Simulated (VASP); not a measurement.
Write the native input for VASP 6.6.1 that does the following.

```
Task                   : single point
Functional             : PBEsol
Potentials or basis    : VASP PAW PBE potentials, release 64 (Ir, O)
Cutoff                 : 520 eV
k mesh                 : 6 × 6 × 4
Occupations            : gaussian, width 0.1 eV
Spin                   : no spin polarisation
Dipole correction      : no
Further INCAR settings : ALGO = Normal; EDIFF = 1e-06; NBANDS = 23
```

The structure of IrO lies in POSCAR:

```
IrO
1.0
    3.1266482270      0.0000000000      0.0000000000
   -1.5633241135      2.7077567933      0.0000000000
    0.0000000000      0.0000000000      5.3915808254
Ir O
2 2
Direct
    0.0000000000      0.0000000000      0.0000000000
    0.0000000000      0.0000000000      0.5000000000
    0.3333333333      0.6666666667      0.2500000000
    0.6666666667      0.3333333333      0.7500000000
```

One way to write it, as run:

INCAR

```
ALGO = Normal ; EDIFF = 1E-6
ENCUT = 520 ; GGA = PS
ISIF = 2 ; ISMEAR = 0
LASPH = T ; LCHARG = F
LREAL = F ; LWAVE = F
NBANDS = 23 ; NELM = 80
PREC = Accurate ; SIGMA = 0.1
```

KPOINTS

```
k-points
0
Gamma
  6 6 4
```

Potentials or basis: VASP PAW PBE potentials, release 64 (Ir, O).

The run is started by

```sh
$ cat potpaw_PBE.64/Ir/POTCAR potpaw_PBE.64/O/POTCAR > POTCAR
$ mpirun -np 1 vasp_std > vasp.out
```

It gave:

* Pressure: 0.8 GPa
* Band gap on the k mesh: zero (band 15 reaches 8.51 eV, above the bottom of band 16 at 7.18 eV)

Caveat: the k points lie up to 0.39 Å⁻¹ apart; the PAW data sets were made with another functional, which shifts forces and pressure a little; spin-orbit coupling is left out, which moves the levels of the heavy elements.

Wall time 9.1 s on 1 thread of AMD EPYC 9R45 (Zen 5), on a shared host, peak memory 0.13 GiB.
